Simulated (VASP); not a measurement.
Write the native input for VASP 6.6.1 that does the following.

| Item | Value |
| --- | --- |
| Task | single point |
| Functional | r2SCAN |
| Potentials or basis | VASP PAW PBE potentials, release 64 (Ti_sv, O) |
| Cutoff | 520 eV |
| k mesh | 12 × 12 × 12 |
| Occupations | fermi-dirac, width 0.1 eV |
| Spin | no spin polarisation |
| Dipole correction | no |
| Further INCAR settings | ALGO = Normal; EDIFF = 1e-06; NBANDS = 19 |

The system is TiO2 (fluorite type).

```xyz
3
Lattice="0.0000 2.3743 2.3743 2.3743 0.0000 2.3743 2.3743 2.3743 0.0000" Properties=species:S:1:pos:R:3 pbc="T T T"
Ti    0.0000    0.0000    0.0000
O     1.1872    1.1872    1.1872
O     3.5615    3.5615    3.5615
```

One way to write it, as run:

POSCAR

```
TiO2
1.0
    0.0000000000      2.3743255428      2.3743255428
    2.3743255428      0.0000000000      2.3743255428
    2.3743255428      2.3743255428      0.0000000000
Ti O
1 2
Direct
    0.0000000000      0.0000000000      0.0000000000
    0.2500000000      0.2500000000      0.2500000000
    0.7500000000      0.7500000000      0.7500000000
```

INCAR.step1

```
SYSTEM = TiO2
ALGO = Normal
EDIFF = 1E-4
ENCUT = 520
GGA = PE
ISMEAR = -1
LASPH = .TRUE.
LCHARG = .FALSE.
LREAL = .FALSE.
LWAVE = .TRUE.
NBANDS = 19
NELM = 100
PREC = Accurate
SIGMA = 0.1
```

INCAR.step2

```
SYSTEM = TiO2
ALGO = Normal
EDIFF = 1E-6
ENCUT = 520
ISIF = 2
ISMEAR = -1
ISTART = 1
LASPH = .TRUE.
LCHARG = .FALSE.
LMIXTAU = .TRUE.
LREAL = .FALSE.
LWAVE = .FALSE.
METAGGA = R2SCAN
NBANDS = 19
NELM = 100
PREC = Accurate
SIGMA = 0.1
```

KPOINTS

```
k-points
0
G
  12 12 12
  0 0 0
```

Potentials or basis: VASP PAW PBE potentials, release 64 (Ti_sv, O).

The run is started by

```bash
$ cat potpaw_PBE.64/Ti_sv/POTCAR potpaw_PBE.64/O/POTCAR > POTCAR
$ cp INCAR.step1 INCAR
$ mpirun -np 1 vasp_std > vasp.out
$ cp INCAR.step2 INCAR
$ mpirun -np 1 vasp_std > vasp.out
```

Results of the run:

- Pressure: 10.0 GPa
- Band gap on the k mesh: 1.58 eV, indirect (least direct gap 2.31 eV)

Caveat: the PAW data sets were made with another functional, which shifts forces and pressure a little.

It took 85 s on 1 thread of Intel(R) Xeon(R) 6975P-C (Granite Rapids), with other jobs on the host, peak memory 0.18 GiB.
